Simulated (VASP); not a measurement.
LaRhI6, 8 atoms in the cell. The typed cell holds 8 atoms: a = 7.061 Å, b = 7.067 Å, c = 7.803 Å, α = 63.06°, β = 90.02°, γ = 60.01°. 

* Program: VASP 6.6.1
* Task: single point
* Functional: PBEsol
* Potentials or basis: VASP PAW PBE potentials, release 64 (La, Rh_pv, I)
* Cutoff: 520 eV
* k mesh: 4 × 4 × 4
* Occupations: fermi-dirac, width 0.05 eV
* Spin: no spin polarisation
* Dipole correction: no
* Further INCAR settings: ALGO = Normal; EDIFF = 1e-06; NBANDS = 44

Potentials or basis: VASP PAW PBE potentials, release 64 (La, Rh_pv, I).

Launch:

```bash
$ cat potpaw_PBE.64/La/POTCAR potpaw_PBE.64/Rh_pv/POTCAR potpaw_PBE.64/I/POTCAR > POTCAR
$ mpirun -np 1 vasp_std > vasp.out
```

Hardware: 1 thread of Intel Xeon 8259CL (shared host).

Question: Estimate the wall time of this run.

Answer: Run time: 30 min on 1 thread of Intel Xeon 8259CL, with other jobs on the host, peak memory 0.74 GiB. Counts: scf iterations 17, k points 36.
